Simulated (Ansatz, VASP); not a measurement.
**Two plane-wave programs on Li4F**

File INCAR:

```
PREC = Accurate
ENCUT = 600
EDIFF = 1E-6
ISMEAR = 0
SIGMA = 0.1
LREAL = F
LASPH = T
NELM = 100
ALGO = Normal
ISIF = 3
LWAVE = F
LCHARG = F
GGA = PE
IBRION = 2
NSW = 100
EDIFFG = -0.01
```

File KPOINTS:

```
regular mesh
0
Gamma
  8 8 8
```

File POSCAR:

```
Li4F
1.0
    4.9212389225      0.0000000000      0.0000000000
    0.0000000000      4.9212389225      0.0000000000
    0.0000000000      0.0000000000      4.9212389225
Li F
4 1
Direct
    0.0000000000      0.5000000000      0.5000000000
    0.5000000000      0.0000000000      0.5000000000
    0.5000000000      0.5000000000      0.0000000000
    0.5000000000      0.5000000000      0.5000000000
    0.0000000000      0.0000000000      0.0000000000
```

Input for Ansatz:

```yaml
crystal:
  lattice:
    - [4.9212389225, 0.0, 0.0]
    - [0.0, 4.9212389225, 0.0]
    - [0.0, 0.0, 4.9212389225]
  atoms:
    - { symbol: Li, position: [0.0, 0.5, 0.5] }
    - { symbol: Li, position: [0.5, 0.0, 0.5] }
    - { symbol: Li, position: [0.5, 0.5, 0.0] }
    - { symbol: Li, position: [0.5, 0.5, 0.5] }
    - { symbol: F, position: [0.0, 0.0, 0.0] }
basis:
  ecutwfc: 420
kpoints:
  mp_grid: { grid: [8, 8, 8] }
hamiltonian:
  xc: pbe
scf:
  occupations: { method: gaussian, width: 0.1 }
output:
  forces: true
  stress: true
  eigenvalues: true
  write_density: true
  write_potential: true
  elf: true
  volumetric_format: npy
relax:
  adjacent_minimum: "off"
  f_tol: 0.01
  max_steps: 80
  cell: { stress_tol: 0.05 }
```

Alike in both runs: task relaxation of cell and atoms; functional PBE; k mesh 8 × 8 × 8; occupations gaussian, width 0.1 eV; no spin polarisation.

|  | VASP | Ansatz |
| --- | --- | --- |
| version | VASP 6.6.1 | Ansatz 0.2.0 |
| potentials or method | VASP PAW PBE potentials, release 64 (Li_sv, F), cutoff 600 eV | scalar-relativistic, plane waves, PAW |
| valence electrons in the cell | 19 | 19 |

|  | VASP | Ansatz | Ansatz less VASP |
| --- | --- | --- | --- |
| gap on the k mesh at the Fermi level, each at its own relaxed structure (eV) | none | none | - |
| relaxed volume (Å³/atom) | 24.58 | 24.84 | +0.263 |
| relaxed cell length with the largest relative difference (Å) | 4.972 | 4.989 | +0.0177 |

A gap of «none» marks a metal or a gap that the smearing closes.

Noted on VASP's run: the cutoff is short for stress, so the pressure is rough.
